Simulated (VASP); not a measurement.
# In3AgO4 (P-43m) in VASP: notebook

Runs on In3AgO4. Level: PBE. Tasks: single point, relaxation of cell and atoms.

Program: VASP 6.6.1. These are calculated values, not measurements. Logs are shortened: lines on timing, memory, paths and dates and some standing lists are left out, and cuts for length are marked.

## (1) The cell of the first run

Symmetry: P-43m, No. 215, cubic system. The conventional cell has a = 5.413 Å, b = 5.413 Å, c = 5.413 Å, α = 90.00°, β = 90.00°, γ = 90.00°. In (site symmetry -42m) has 4 O at 2.32 Å and 2 Ag at 2.71 Å within 3.1 Å. Within 3.0 Å of Ag (site symmetry -43m) lie 4 O at 2.28 Å and 6 In at 2.71 Å. O (site symmetry 3m) has 1 Ag at 2.28 Å and 3 In at 2.32 Å within 3.0 Å.

## (2) Single point, PBE

Input file INCAR:

```
SYSTEM = In3AgO4
PREC = Accurate
ENCUT = 520
EDIFF = 1E-6
ISMEAR = 0
SIGMA = 0.1
LREAL = .FALSE.
LASPH = .TRUE.
NELM = 80
ALGO = Normal
ISIF = 2
LWAVE = .FALSE.
LCHARG = .FALSE.
GGA = PE
NBANDS = 47
```

Input file KPOINTS:

```
Automatic mesh
0
G
  4 4 4
  0 0 0
```

Input file POSCAR:

```
In3AgO4
1.0
    5.4127833545      0.0000000000      0.0000000000
    0.0000000000      5.4127833545      0.0000000000
    0.0000000000      0.0000000000      5.4127833545
In Ag O
3 1 4
Direct
    0.5000000000      0.0000000000      0.0000000000
    0.0000000000      0.5000000000      0.0000000000
    0.0000000000      0.0000000000      0.5000000000
    0.0000000000      0.0000000000      0.0000000000
    0.2432933678      0.2432933678      0.2432933678
    0.2432933678      0.7567066322      0.7567066322
    0.7567066322      0.7567066322      0.2432933678
    0.7567066322      0.2432933678      0.7567066322
```

Potentials or basis: VASP PAW PBE potentials, release 64 (In_d, Ag, O).

Started as:

```bash
$ cat potpaw_PBE.64/In_d/POTCAR potpaw_PBE.64/Ag/POTCAR potpaw_PBE.64/O/POTCAR > POTCAR
$ mpirun -np 1 vasp_std > vasp.out
```

OUTCAR:

```text
SYSTEM = In3AgO4
   PREC = Accurate
   ENCUT = 520
   EDIFF = 1E-6
   ISMEAR = 0
   LREAL = .FALSE.
   LASPH = .TRUE.
   NELM = 80
   ISIF = 2
   GGA = PE

 ion  position               nearest neighbor table
   1  0.500  0.000  0.000-   5 2.32   6 2.32   7 2.32   8 2.32   4 2.71   4 2.71   2 3.83   3 3.83
                             2 3.83   2 3.83   3 3.83   3 3.83   3 3.83   2 3.83
   2  0.000  0.500  0.000-   5 2.32   6 2.32   7 2.32   8 2.32   4 2.71   4 2.71   1 3.83   3 3.83
                             1 3.83   3 3.83   3 3.83   3 3.83   1 3.83   1 3.83
   3  0.000  0.000  0.500-   5 2.32   6 2.32   7 2.32   8 2.32   4 2.71   4 2.71   1 3.83   1 3.83
                             2 3.83   2 3.83   2 3.83   2 3.83   1 3.83   1 3.83
   4  0.000  0.000  0.000-   5 2.28   6 2.28   7 2.28   8 2.28   2 2.71   3 2.71   1 2.71   3 2.71
                             2 2.71   1 2.71
   5  0.243  0.243  0.243-   4 2.28   2 2.32   3 2.32   1 2.32
   6  0.243  0.757  0.757-   4 2.28   2 2.32   3 2.32   1 2.32
   7  0.757  0.757  0.243-   4 2.28   2 2.32   3 2.32   1 2.32
   8  0.757  0.243  0.757-   4 2.28   2 2.32   3 2.32   1 2.32

  LATTYP: Found a simple cubic cell.
 ALAT       =     5.4127833545

  Lattice vectors:

 A1 = (   5.4127833545,   0.0000000000,   0.0000000000)
 A2 = (   0.0000000000,   5.4127833545,   0.0000000000)
 A3 = (   0.0000000000,   0.0000000000,   5.4127833545)

Analysis of symmetry for initial positions (statically):
=====================================================================
 Subroutine PRICEL returns:
 Original cell was already a primitive cell.

 Routine SETGRP: Setting up the symmetry group for a
 simple cubic supercell.

 Subroutine GETGRP returns: Found 24 space group operations
 (whereof 24 operations were pure point group operations)
 out of a pool of 48 trial point group operations.

The static configuration has the point symmetry T_d .

Analysis of symmetry for dynamics (positions and initial velocities):
=====================================================================
 Subroutine PRICEL returns:
 Original cell was already a primitive cell.

 Routine SETGRP: Setting up the symmetry group for a
 simple cubic supercell.

 Subroutine GETGRP returns: Found 24 space group operations
 (whereof 24 operations were pure point group operations)
 out of a pool of 48 trial point group operations.

The dynamic configuration has the point symmetry T_d .

 Subroutine INISYM returns: Found 24 space group operations
 (whereof 24 operations are pure point group operations),
 and found     1 'primitive' translations

----------------------------------------------------------------------------------------

                                     Primitive cell

  volume of cell :     158.5849

  direct lattice vectors                    reciprocal lattice vectors
     5.412783355  0.000000000  0.000000000     0.184747834  0.000000000  0.000000000
     0.000000000  5.412783355  0.000000000     0.000000000  0.184747834  0.000000000
     0.000000000  0.000000000  5.412783355     0.000000000  0.000000000  0.184747834

  length of vectors
     5.412783355  5.412783355  5.412783355     0.184747834  0.184747834  0.184747834

  position of ions in fractional coordinates (direct lattice)
     0.500000000  0.000000000  0.000000000
     0.000000000  0.500000000  0.000000000
     0.000000000  0.000000000  0.500000000
     0.000000000  0.000000000  0.000000000
     0.243293368  0.243293368  0.243293368
     0.243293368  0.756706632  0.756706632
     0.756706632  0.756706632  0.243293368
     0.756706632  0.243293368  0.756706632

  ion indices of the primitive-cell ions
   primitive index   ion index
                 1           1
                 2           2
                 3           3
                 4           4
                 5           5
                 6           6
                 7           7
                 8           8

----------------------------------------------------------------------------------------

 KPOINTS: Automatic mesh

Automatic generation of k-mesh.
 Grid dimensions read from file:
 generate k-points for:    4    4    4

 Generating k-lattice:

  Cartesian coordinates                     Fractional coordinates (reciprocal lattice)
     0.046186958  0.000000000  0.000000000     0.250000000  0.000000000  0.000000000
     0.000000000  0.046186958  0.000000000     0.000000000  0.250000000  0.000000000
     0.000000000  0.000000000  0.046186958     0.000000000  0.000000000  0.250000000

  Length of vectors
     0.046186958  0.046186958  0.046186958

  Shift w.r.t. Gamma in fractional coordinates (k-lattice)
     0.000000000  0.000000000  0.000000000

 Subroutine IBZKPT returns following result:
 ===========================================

 Found     10 irreducible k-points:

 Following reciprocal coordinates:
            Coordinates               Weight
  0.000000  0.000000  0.000000      1.000000
  0.250000  0.000000  0.000000      6.000000
  0.500000  0.000000  0.000000      3.000000
  0.250000  0.250000  0.000000     12.000000
  0.500000  0.250000  0.000000     12.000000
  0.500000  0.500000  0.000000      3.000000
  0.250000  0.250000  0.250000      8.000000
  0.500000  0.250000  0.250000     12.000000
  0.500000  0.500000  0.250000      6.000000
  0.500000  0.500000  0.500000      1.000000
   k-points           NKPTS =     10   k-points in BZ     NKDIM =     10   number of bands    NBANDS=     47
   number of dos      NEDOS =    301   number of ions     NIONS =      8
   total plane-waves  NPLWV =  64000
   dimension x,y,z NGX =    40 NGY =   40 NGZ =   40
   dimension x,y,z NGXF=    80 NGYF=   80 NGZF=   80
   ions per type =               3   1   4
   NGX,Y,Z   is equivalent  to a cutoff of  12.29, 12.29, 12.29 a.u.
   NGXF,Y,Z  is equivalent  to a cutoff of  24.57, 24.57, 24.57 a.u.
 SYSTEM =  In3AgO4
   PREC   = accura    normal or accurate (medium, high low for compatibility)
   ISTART =      0    job   : 0-new  1-cont  2-samecut
   ICHARG =      2    charge: 1-file 2-atom 10-const
   ISPIN  =      1    spin polarized calculation?
   LNONCOLLINEAR =      F non collinear calculations
   LSORBIT =      F    spin-orbit coupling
   LASPH  =      T    aspherical Exc in radial PAW
   ENCUT  =  520.0 eV  38.22 Ry    6.18 a.u.  10.06 10.06 10.06*2*pi/ulx,y,z
   NELM   =     80;   NELMIN=  2; NELMDL= -5     # of ELM steps
   EDIFF  = 0.1E-05   stopping-criterion for ELM
   LREAL  =      F    real-space projection
[... 7 lines left out ...]
   TEBEG  =    0.0;   TEEND  =   0.0 temperature during run
   PSTRESS=    0.0 pullay stress
   NELECT =      74.0000    total number of electrons
   NUPDOWN=      -1.0000    fix difference up-down
   EMIN   =  10.00;   EMAX   =-10.00  energy-range for DOS
   EFERMI =   0.00;   METHOD = LEGACY
   ISMEAR =     0;   SIGMA  =   0.10  broadening in eV -4-tet -1-fermi 0-gaus
   EFERMI_NEDOS =   21; number of points for ismear=-14 and -15
   IALGO  =     38    algorithm
   IMIX   =      4    mixing-type and parameters
     AMIX     =   0.40;   BMIX     =  1.00
     AMIX_MAG =   1.60;   BMIX_MAG =  1.00
  volume/ion in A,a.u.               =      19.82       133.77
  Fermi-wavevector in a.u.,A,eV,Ry     =   1.269789  2.399553 21.937532  1.612363
  Thomas-Fermi vector in A             =   2.402811
   LORBIT       =      0    0 simple, 1 ext, 2 COOP (PROOUT), +10 PAW based schemes
   GGA     = PE    functional components
   LHFCALC =     F    Hartree Fock is set to
   AEXX    =    0.0000 exact exchange contribution
   IVDW    =     0    specifies the selected vdW correction
   LEPSILON=     F    determine dielectric tensor
   LRPA    =     F    only Hartree local field effects (RPA)
 non-spin polarized calculation
 Gauss-broadening in eV      SIGMA  =   0.10
  energy-cutoff  :      520.00
  volume of cell :      158.58
 maximum number of plane-waves:      4337
   NGX = 21   NGY = 21   NGZ = 21

 number of electron      74.0000006 magnetization

 Free energy of the ion-electron system (eV)
  ---------------------------------------------------
  ext. energy  EPLUGINS =         0.00000000
  ---------------------------------------------------
  free energy    TOTEN  =       -34.83538292 eV

  energy without entropy =      -34.81607955  energy(sigma->0) =      -34.82573124

 E-fermi :   4.3003     XC(G=0):  -9.0801

 val. band max:        4.2664555731   @ k =   0.5000   0.0000   0.0000
 cond. band min:       4.3303790565   @ k =   0.5000   0.5000   0.2500
 fundamental gap:      0.0639234833
 Fermi energy:         4.3002771521

 k-point     1 :       0.0000    0.0000    0.0000
  band No.  band energies     occupation
      1     -14.1644      2.00000
      2     -14.0137      2.00000
      3     -14.0137      2.00000
      4     -14.0137      2.00000
      5     -10.7566      2.00000
      6     -10.6723      2.00000
[... 39 lines left out ...]
     46      10.3229      0.00000
     47      11.4564      0.00000

 k-point     2 :       0.2500    0.0000    0.0000
  band No.  band energies     occupation
      1     -14.1389      2.00000
      2     -14.0290      2.00000
      3     -14.0122      2.00000
      4     -14.0122      2.00000
      5     -10.7462      2.00000
      6     -10.6719      2.00000
[... 39 lines left out ...]
     46      10.7144      0.00000
     47      10.7166      0.00000

 k-point     3 :       0.5000    0.0000    0.0000
  band No.  band energies     occupation
      1     -14.0987      2.00000
      2     -14.0594      2.00000
      3     -14.0109      2.00000
      4     -14.0109      2.00000
      5     -10.7377      2.00000
      6     -10.6714      2.00000
[... 39 lines left out ...]
     46      10.4347      0.00000
     47      10.6982      0.00000

 k-point     4 :       0.2500    0.2500    0.0000
  band No.  band energies     occupation
      1     -14.1176      2.00000
      2     -14.0255      2.00000
      3     -14.0254      2.00000
      4     -14.0132      2.00000
      5     -10.7301      2.00000
      6     -10.6652      2.00000
[... 39 lines left out ...]
     46      10.2685      0.00000
     47      10.8601      0.00000

 k-point     5 :       0.5000    0.2500    0.0000
  band No.  band energies     occupation
      1     -14.0831      2.00000
      2     -14.0518      2.00000
      3     -14.0199      2.00000
      4     -14.0162      2.00000
      5     -10.7191      2.00000
      6     -10.6664      2.00000
[... 39 lines left out ...]
     46       9.9960      0.00000
     47      10.9070      0.00000

 k-point     6 :       0.5000    0.5000    0.0000
  band No.  band energies     occupation
      1     -14.0576      2.00000
      2     -14.0391      2.00000
      3     -14.0391      2.00000
      4     -14.0267      2.00000
      5     -10.7076      2.00000
      6     -10.6642      2.00000
[... 39 lines left out ...]
     46       9.5400      0.00000
     47      11.3225      0.00000

 k-point     7 :       0.2500    0.2500    0.2500
  band No.  band energies     occupation
      1     -14.1001      2.00000
      2     -14.0247      2.00000
      3     -14.0244      2.00000
      4     -14.0244      2.00000
      5     -10.7054      2.00000
      6     -10.6635      2.00000
[... 39 lines left out ...]
     46      10.9788      0.00000
     47      11.0055      0.00000

 k-point     8 :       0.5000    0.2500    0.2500
  band No.  band energies     occupation
      1     -14.0714      2.00000
      2     -14.0466      2.00000
      3     -14.0235      2.00000
      4     -14.0232      2.00000
      5     -10.6907      2.00000
      6     -10.6646      2.00000
[... 39 lines left out ...]
     46      10.7414      0.00000
     47      10.9840      0.00000

 k-point     9 :       0.5000    0.5000    0.2500
  band No.  band energies     occupation
      1     -14.0517      2.00000
      2     -14.0383      2.00000
      3     -14.0383      2.00000
      4     -14.0300      2.00000
      5     -10.6730      2.00000
      6     -10.6606      2.00000
[... 39 lines left out ...]
     46      10.4191      0.00000
     47      11.0574      0.00000

 k-point    10 :       0.5000    0.5000    0.5000
  band No.  band energies     occupation
      1     -14.0415      2.00000
      2     -14.0375      2.00000
      3     -14.0375      2.00000
      4     -14.0375      2.00000
      5     -10.6560      2.00000
      6     -10.6560      2.00000
[... 39 lines left out ...]
     46      11.1115      0.00000
     47      11.1115      0.00000

------------------------ aborting loop because EDIFF is reached ----------------------------------------

  FORCE on cell =-STRESS in cart. coord.  units (eV):
  Direction    XX          YY          ZZ          XY          YZ          ZX
  --------------------------------------------------------------------------------------
  -------------------------------------------------------------------------------------
  Total        0.2642321      0.2642321      0.2642321      0.0000000      0.0000000      0.0000000
  in kB        2.6695265      2.6695265      2.6695265      0.0000000      0.0000000      0.0000000
  external PRESSURE =       2.6695265 kB  Pullay stress =       0.0000000 kB

 VOLUME and BASIS-vectors are now :
 -----------------------------------------------------------------------------
  energy-cutoff  :      520.00
  volume of cell :      158.58
      direct lattice vectors                 reciprocal lattice vectors
     5.412783355  0.000000000  0.000000000     0.184747834  0.000000000  0.000000000
     0.000000000  5.412783355  0.000000000     0.000000000  0.184747834  0.000000000
     0.000000000  0.000000000  5.412783355     0.000000000  0.000000000  0.184747834

 POSITION                                       TOTAL-FORCE (eV/Angst)
 -----------------------------------------------------------------------------------
      2.70639      0.00000      0.00000         0.000000      0.000000     -0.000000
      0.00000      2.70639      0.00000        -0.000000      0.000000     -0.000000
      0.00000      0.00000      2.70639        -0.000000      0.000000      0.000000
      0.00000      0.00000      0.00000        -0.000000      0.000000     -0.000000
      1.31689      1.31689      1.31689         0.009921      0.009921      0.009921
      1.31689      4.09589      4.09589         0.009921     -0.009921     -0.009921
      4.09589      4.09589      1.31689        -0.009921     -0.009921      0.009921
      4.09589      1.31689      4.09589        -0.009921      0.009921     -0.009921
 -----------------------------------------------------------------------------------
    total drift:                               -0.000000     -0.000000     -0.000000

  FREE ENERGIE OF THE ION-ELECTRON SYSTEM (eV)
  ---------------------------------------------------
  free  energy   TOTEN  =       -34.8353829223 eV

  energy  without entropy=      -34.8160795528  energy(sigma->0) =      -34.82573124
```

It took 92 s on 1 thread of AMD EPYC 7R43 (Zen 3), shared host; peak memory 0.23 GiB.

Results:

- Free energy: -34.8354 eV
- Pressure: 0.3 GPa
- Largest force: 0.017 eV/Å
- Band gap on the k mesh: zero (bands 37 and 38 overlap by 0.27 eV)

Forces in eV/Å, atoms in the order of the input:
```
In   0.000  0.000  0.000
In   0.000  0.000  0.000
In   0.000  0.000  0.000
Ag   0.000  0.000  0.000
O    0.010  0.010  0.010
O    0.010 -0.010 -0.010
O   -0.010 -0.010  0.010
O   -0.010  0.010 -0.010
```

Caveat: spin-orbit coupling is left out, which moves the levels of the heavy elements.

(Part 1 of 2 ends here.)

The gap in the log of VASP goes by the Fermi energy; the results here count the filled bands.